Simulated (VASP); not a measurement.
Here is a VASP 6.6.1 calculation.

File INCAR:

```
SYSTEM = BP2
PREC = Accurate
ENCUT = 600
EDIFF = 1E-6
ISMEAR = 0
SIGMA = 0.1
LREAL = .False.
LASPH = .True.
NELM = 100
ALGO = Normal
ISIF = 3
LWAVE = .False.
LCHARG = .False.
GGA = PE
IBRION = 2
NSW = 90
EDIFFG = -0.04
```

Contents of KPOINTS:

```
Automatic mesh
0
Gamma
  6 6 4
  0 0 0
```

Contents of POSCAR:

```
BP2
1.0
    3.3825600600      0.0000000000      0.0000000000
    0.0000000000      3.3825600600      0.0000000000
    0.0000000000      0.0000000000      6.8954621700
B P
2 4
Direct
    0.0000000000      0.5000000000      0.7269219200
    0.5000000000      0.0000000000      0.2730780800
    0.5000000000      0.5000000000      0.0000000000
    0.0000000000      0.0000000000      0.0000000000
    0.5000000000      0.0000000000      0.6296706200
    0.0000000000      0.5000000000      0.3703293800
```

Potentials or basis: VASP PAW PBE potentials, release 64 (B, P).

Command:

```bash
$ cat potpaw_PBE.64/B/POTCAR potpaw_PBE.64/P/POTCAR > POTCAR
$ mpirun -np 1 vasp_std > vasp.out
```

Question: What does it give for the space group after relaxing (to 0.05 Å)?

Answer: P4/nmm (No. 129).

Question: What does it give for the band gap on the k mesh?

Answer: Zero (band 13 reaches 7.97 eV, above the bottom of band 14 at 4.38 eV).

Question: Predict the relaxed cell.

Answer: a = 3.106 Å, b = 3.106 Å, c = 9.366 Å, α = 90.00°, β = 90.00°, γ = 90.00°.

Question: Predict the relaxed volume.

Answer: 15.06 Å³/atom.

Final structure:
```xyz
6
Lattice="3.1057 0.0000 0.0000 0.0000 3.1057 0.0000 0.0000 0.0000 9.3665" Properties=species:S:1:pos:R:3 pbc="T T T"
B     0.0000    1.5529    5.4699
B     1.5529    3.1057    3.8965
P     1.5529    1.5529    0.0000
P     0.0000    0.0000    0.0000
P     1.5529    0.0000    5.8751
P     0.0000    1.5529    3.4914
```

Caveat: this functional lacks dispersion, which binds the layers, so the pressure and a relaxed spacing across them are unreliable.
